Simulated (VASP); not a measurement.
Crystal: Mn2Te3S.

```
CELL_PARAMETERS angstrom
2.71539 -6.02844 0.00000
2.71539 6.02844 0.00000
0.00000 0.00000 4.24430
ATOMIC_POSITIONS crystal
Mn 0.65626 0.34374 0.50000
Mn 0.34374 0.65626 0.50000
Te 0.14783 0.85217 0.50000
Te 0.85217 0.14783 0.50000
Te 0.50000 0.50000 0.00000
S 0.00000 0.00000 0.00000
```

The cell was generated, and may not be a known phase.

```yaml
Program: VASP 6.6.1
Task: relaxation of cell and atoms
Functional: PBE
Potentials_or_basis: VASP PAW PBE potentials, release 64 (Mn_pv, Te, S)
Cutoff: 600 eV
k_mesh: 3 × 3 × 3
Occupations: gaussian, width 0.15 eV
Spin: collinear spin, ferromagnetic start
Starting_moments: "[4.0, 4.0, 0.0, 0.0, 0.0, 0.0] μB"
```

At the start: pressure 8.1 GPa; volume 23.16 Å³/atom.

Q: Where does the relaxation end?

A: Over 12 steps the energy falls by 195.6 meV/atom and the volume is 27.92 Å³/atom (+20.5 %); space group Cmmm (No. 65, to 0.1 Å) before and after; moment 8.09 μB per cell.

The path:
```tsv
step	energy change (eV)	largest force (eV/Å)	pressure (GPa)	volume (Å³)
1	0.0000	2.4571	8.13	138.95
2	-0.8459	0.8535	-1.07	163.53
3	-0.8912	0.6834	0.18	157.57
4	-1.0071	0.6150	0.12	159.27
5	-1.1202	0.2519	1.04	162.41
6	-1.1226	0.3053	0.85	161.99
7	-1.1502	0.1546	-0.36	167.08
8	-1.1502	0.1625	-0.28	166.83
9	-1.1561	0.1693	-0.04	166.82
10	-1.1566	0.1957	0.04	166.82
11	-1.1636	0.1583	-0.03	167.02
12	-1.1738	0.0690	-0.25	167.49
```

Final structure:
```xyz
6
Lattice="2.6648 -6.6830 0.0000 2.6648 6.6830 0.0000 0.0000 0.0000 4.7025" Properties=species:S:1:pos:R:3 pbc="T T T"
Mn    2.6648   -1.9029    2.3513
Mn    2.6648    1.9029    2.3513
Te    2.6648    4.5823    2.3513
Te    2.6648   -4.5823    2.3513
Te    2.6648    0.0000    0.0000
S     0.0000    0.0000    0.0000
```

Caveat: the k points lie up to 0.45 Å⁻¹ apart in the final cell; the volume moved by over 15 % at a fixed basis, so the end points are rough; the run started ferromagnetic, and an antiferromagnetic order may lie lower in energy; the relaxation stopped at a loose force limit of 0.08 eV/Å, so its end isn't a converged minimum.
